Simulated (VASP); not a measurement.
Here is a VASP 6.6.1 calculation.

File INCAR:

```
PREC     = Accurate       # precision mode
ENCUT    = 520            # plane-wave cutoff, eV
EDIFF    = 1E-8           # SCF threshold, eV
ISMEAR   = -1             # smearing method
SIGMA    = 0.02           # smearing width, eV
LREAL    = False          # projectors in reciprocal space
LASPH    = True           # aspherical terms in the spheres
NELM     = 80             # most SCF steps
ALGO     = Normal         # electronic algorithm
ISIF     = 2              # what is computed and relaxed
LWAVE    = False          # write WAVECAR
LCHARG   = False          # write CHGCAR
GGA      = PE             # functional
LEFG     = True         
NBANDS   = 14             # bands
```

The input KPOINTS:

```
regular mesh
0
Gamma
  10 10 10
```

File POSCAR:

```
NaF
1.0
    0.0000000000      2.3463044664      2.3463044664
    2.3463044664      0.0000000000      2.3463044664
    2.3463044664      2.3463044664      0.0000000000
Na F
1 1
Direct
    0.0000000000      0.0000000000      0.0000000000
    0.5000000000      0.5000000000      0.5000000000
```

Potentials or basis: VASP PAW PBE potentials, release 64 (Na_pv, F).

Command:

```console
$ cat potpaw_PBE.64/Na_pv/POTCAR potpaw_PBE.64/F/POTCAR > POTCAR
$ mpirun -np 1 vasp_std > vasp.out
```

**Question.** Predict the pressure.

**Answer.** 0.1 GPa.

**Question.** What does it give for the band gap on the k mesh?

**Answer.** 6.10 eV, direct.

Caveat: without QUAD_EFG the Cq values of the log hold for a quadrupole moment of 1 mb, not for the nuclei. A k mesh can miss the band edges.
